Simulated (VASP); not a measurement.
Input of a VASP 6.6.1 run:

INCAR

```
SYSTEM = NaF
ALGO     = Normal         ! electronic algorithm
EDIFF    = 1E-6           ! SCF threshold, eV
ENCUT    = 600            ! plane-wave cutoff, eV
GGA      = PE             ! functional
GGA_COMPAT= .False.      
ISIF     = 2              ! what is computed and relaxed
ISMEAR   = 0              ! smearing method
IVDW     = 12             ! dispersion correction
LASPH    = .True.         ! aspherical terms in the spheres
LCHARG   = .True.         ! write CHGCAR
LELF     = .True.         ! ELF
LREAL    = .False.        ! projectors in reciprocal space
LVHAR    = .True.       
LWAVE    = .False.        ! write WAVECAR
NBANDS   = 14             ! bands
NELM     = 120            ! most SCF steps
PREC     = Accurate       ! precision mode
SIGMA    = 0.01           ! smearing width, eV
```

Contents of KPOINTS:

```
k-points
0
Gamma
  8 8 8
  0 0 0
```

The input POSCAR:

```
NaF
1.0
    0.0000000000      2.3505073563      2.3505073563
    2.3505073563      0.0000000000      2.3505073563
    2.3505073563      2.3505073563      0.0000000000
Na F
1 1
Direct
    0.0000000000      0.0000000000      0.0000000000
    0.5000000000      0.5000000000      0.5000000000
```

Potentials or basis: VASP PAW PBE potentials, release 64 (Na_pv, F).

The run is started by

```console
$ cat potpaw_PBE.64/Na_pv/POTCAR potpaw_PBE.64/F/POTCAR > POTCAR
$ mpirun -np 1 vasp_std > vasp.out
```

**Question.** Predict the dispersion energy per atom.

**Answer.** -0.166 eV.

**Question.** Estimate the band gap on the k mesh.

**Answer.** 6.07 eV, direct.
